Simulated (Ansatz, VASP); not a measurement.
# MnO2 in VASP and in Ansatz

```
CELL_PARAMETERS angstrom
4.39830 0.00000 0.00000
0.00000 4.39830 0.00000
0.00000 0.00000 2.87300
ATOMIC_POSITIONS crystal
Mn 0.00000 0.00000 0.00000
Mn 0.50000 0.50000 0.50000
O 0.30515 0.30515 0.00000
O 0.19485 0.80515 0.50000
O 0.69485 0.69485 0.00000
O 0.80515 0.19485 0.50000
```

Alike in both runs: task single point; functional PBE; k mesh 6 × 6 × 10; occupations fermi-dirac, width 0.05 eV; no spin polarisation.

|  | VASP | Ansatz |
| --- | --- | --- |
| version | VASP 6.6.1 | Ansatz 0.2.0 |
| potentials or method | VASP PAW PBE potentials, release 64 (Mn_sv, O), cutoff 600 eV | PAW plane waves |
| valence electrons in the cell | 54 | 54 |

```csv
,VASP,Ansatz,Ansatz less VASP
pressure (GPa),-8.0,-6.0,+1.96
"traceless stress, the component that is largest in VASP (GPa)",-4.30,-4.21,+0.088
rms of the force components (eV/Å),0.125,0.123,-0.0022
```

Atom by atom the forces differ by 0.002 eV/Å (rms over components). With one functional, cell and mesh, what is left measures potentials, basis and numerics.
